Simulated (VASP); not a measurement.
Set up this calculation in VASP 6.6.1, as the native input.

```
Task                   : single point
Functional             : LDA
Potentials or basis    : VASP PAW LDA potentials, release 64 (Si)
Cutoff                 : 520 eV
k mesh                 : 18 × 18 × 18
Occupations            : fermi-dirac, width 0.08 eV
Spin                   : no spin polarisation
Dipole correction      : no
Further INCAR settings : ALGO = Normal; EDIFF = 1e-06; NBANDS = 8
```

The structure of Si lies in POSCAR:

```
Si
1.0
    0.0000000000      1.9118798969      1.9118798969
    1.9118798969      0.0000000000      1.9118798969
    1.9118798969      1.9118798969      0.0000000000
Si
1
Direct
    0.0000000000      0.0000000000      0.0000000000
```

These files were run (other wordings do the same):

INCAR

```
PREC = Accurate ; ENCUT = 520
EDIFF = 1E-6 ; ISMEAR = -1
SIGMA = 0.08 ; LREAL = F
LASPH = T ; NELM = 80
ALGO = Normal ; ISIF = 2
LWAVE = F ; LCHARG = T
GGA = CA ; LELF = T
LVHAR = T ; NBANDS = 8
```

KPOINTS

```
Automatic mesh
0
Gamma
  18 18 18
```

Potentials or basis: VASP PAW LDA potentials, release 64 (Si).

Command:

```sh
$ cat potpaw_LDA.64/Si/POTCAR > POTCAR
$ mpirun -np 1 vasp_std > vasp.out
```

Results of the run:

```
Pressure               : 0.1 GPa
Band gap on the k mesh : zero (band 2 reaches 21.98 eV, above the bottom of band 3 at 7.68 eV)
```

It took 22 s on 1 thread of Intel Xeon 8259CL (shared host), peak memory 0.12 GiB.
